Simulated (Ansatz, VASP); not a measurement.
# BaTe: VASP beside Ansatz

```
Ba Te
1.0
     0.00000    3.41000    3.41000
     3.41000    0.00000    3.41000
     3.41000    3.41000    0.00000
Ba Te
1 1
Direct
  0.00000 0.00000 0.00000
  0.50000 0.50000 0.50000
```

Alike in both runs: task electric field gradients; functional PBE; k mesh 10 × 10 × 10; occupations fermi-dirac, width 0.05 eV; non-collinear spin, spin-orbit coupling.

|  | VASP | Ansatz |
| --- | --- | --- |
| version | VASP 6.6.1 | Ansatz 0.2.0 |
| potentials or method | VASP PAW PBE potentials, release 64 (Ba_sv, Te) | PAW with Ansatz's default frozen-core files, fully relativistic files with spin-orbit coupling |
| plane-wave cutoff (eV) | 520 | 420 |
| valence electrons in the cell | 16 | 26 |

Ansatz gave:

- pressure (GPa): 3.8

Q: Estimate VASP's values.

A: Pressure (GPa): 4.2.

VASP's potentials hold 16 valence electrons a cell and Ansatz's 26, so a difference there can come from the potentials and not from the codes.
